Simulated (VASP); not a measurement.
## Ga: single point with PBE

Crystal: Ga.

```
Ga
1.0
     0.00000    2.93599    2.93599
     2.93599    0.00000    2.93599
     2.93599    2.93599    0.00000
Ga
2
Direct
  0.00000 0.00000 0.00000
  0.25000 0.25000 0.25000
```

This isn't the form of Ga at room conditions, which is orthorhombic.

```yaml
Program: VASP 6.6.1
Task: single point
Functional: PBE
Potentials_or_basis: VASP PAW PBE potentials, release 64 (Ga_d)
Cutoff: 500 eV
k_mesh: 8 × 8 × 8
Occupations: methfessel-paxton, width 0.05 eV
Spin: no spin polarisation
Dipole_correction: no
Further_INCAR_settings: ALGO = Normal; EDIFF = 1e-06; NBANDS = 20
```

```json
{"Pressure": "0.2 GPa", "Band gap on the k mesh": "zero (bands 13 and 14 overlap by 4.17 eV)"}
```

Levels at points of the mesh, in eV from the Fermi level:
| k point | band 11 | band 12 | band 13 | band 14 | band 15 | band 16 |
| --- | --- | --- | --- | --- | --- | --- |
| (0.00, 0.00, 0.00) | -9.34 | 2.73 | 2.73 | 2.73 | 3.40 | 4.77 |
| (0.50, 0.00, 0.00) | -7.19 | -4.62 | 1.27 | 1.27 | 2.87 | 5.74 |
| (0.50, 0.50, 0.00) | -5.51 | -5.51 | -0.49 | -0.49 | 2.77 | 2.77 |

Run time: 43 s on 1 thread of Intel(R) Xeon(R) Platinum 8175M CPU @ 2.50GHz (Skylake/Cascade Lake) (shared host), peak memory 0.17 GiB.
